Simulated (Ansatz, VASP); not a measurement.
## One calculation of Si2W, two programs

```xyz
3
Lattice="-1.6063 1.6063 3.9028 1.6063 -1.6063 3.9028 1.6063 1.6063 -3.9028" Properties=species:S:1:pos:R:3 pbc="T T T"
Si    0.0000    0.0000    2.6134
Si    0.0000    0.0000    5.1921
W     0.0000    0.0000    0.0000
```

Alike in both runs: functional r2SCAN; k mesh 13 × 13 × 13; occupations fermi-dirac, width 0.1 eV; no spin polarisation.

Ansatz relaxed the structure, and its values are those at the end. VASP's run is a single point on that final structure, the one shown.

|  | VASP | Ansatz |
| --- | --- | --- |
| version | VASP 6.6.1 | Ansatz 0.2.0 |
| potentials or method | VASP PAW PBE potentials, release 64 (Si, W_sv), cutoff 520 eV | PAW plane waves |
| valence electrons in the cell | 22 | 22 |

Ansatz gave:

```
pressure (GPa)                     : 0.0
rms of the force components (eV/Å) : 0.001
```

Task: Estimate VASP's values.

Result: Pressure (GPa): 0.1; rms of the force components (eV/Å): 0.004.

VASP's potentials were made for PBE, not for r2SCAN. Ansatz's warnings: stress scf threshold loose.

Neither program's run includes spin-orbit coupling.
